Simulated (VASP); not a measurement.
AlB2P3, 6 atoms in the cell. Symmetry: P4mm, No. 99, tetragonal system. The conventional cell has a = 2.821 Å, b = 2.821 Å, c = 11.177 Å, α = 90.00°, β = 90.00°, γ = 90.00°. Within 2.8 Å of Al (site symmetry 4mm) lie 5 B at 2.15 to 2.45 Å and 1 P at 2.36 Å. B (site symmetry 4mm) has 4 P at 2.20 Å and 4 Al at 2.45 Å and 4 B at 2.82 Å within 2.9 Å. Within 2.7 Å of B (site symmetry 4mm) lie 4 P at 2.08 Å and 1 Al at 2.15 Å. Within 2.9 Å of P (site symmetry 4mm) lie 5 P at 2.20 to 2.82 Å. Within 2.7 Å of P (site symmetry 4mm) lie 4 B at 2.08 Å and 1 P at 2.20 Å. P (site symmetry 4mm) has 4 B at 2.20 Å and 1 Al at 2.36 Å and 4 P at 2.82 Å within 2.9 Å. 

| Item | Value |
| --- | --- |
| Program | VASP 6.6.1 |
| Task | single point |
| Functional | PBE |
| Potentials or basis | VASP PAW PBE potentials, release 64 (Al, B, P) |
| Cutoff | 520 eV |
| k mesh | 14 × 14 × 4 |
| Occupations | gaussian, width 0.1 eV |
| Spin | no spin polarisation |
| Dipole correction | no |
| Further INCAR settings | ALGO = Normal; EDIFF = 1e-06; NBANDS = 21 |

Potentials or basis: VASP PAW PBE potentials, release 64 (Al, B, P).

Command:

```console
$ cat potpaw_PBE.64/Al/POTCAR potpaw_PBE.64/B/POTCAR potpaw_PBE.64/P/POTCAR > POTCAR
$ mpirun -np 1 vasp_std > vasp.out
```

Hardware: 1 thread of Intel(R) Xeon(R) 6975P-C (Granite Rapids), with other jobs on the host.

How long does it take, and how much memory?

Run time: 80 s on 1 thread of Intel(R) Xeon(R) 6975P-C (Granite Rapids), with other jobs on the host, peak memory 0.32 GiB. Counts: scf iterations 16, k points 108.
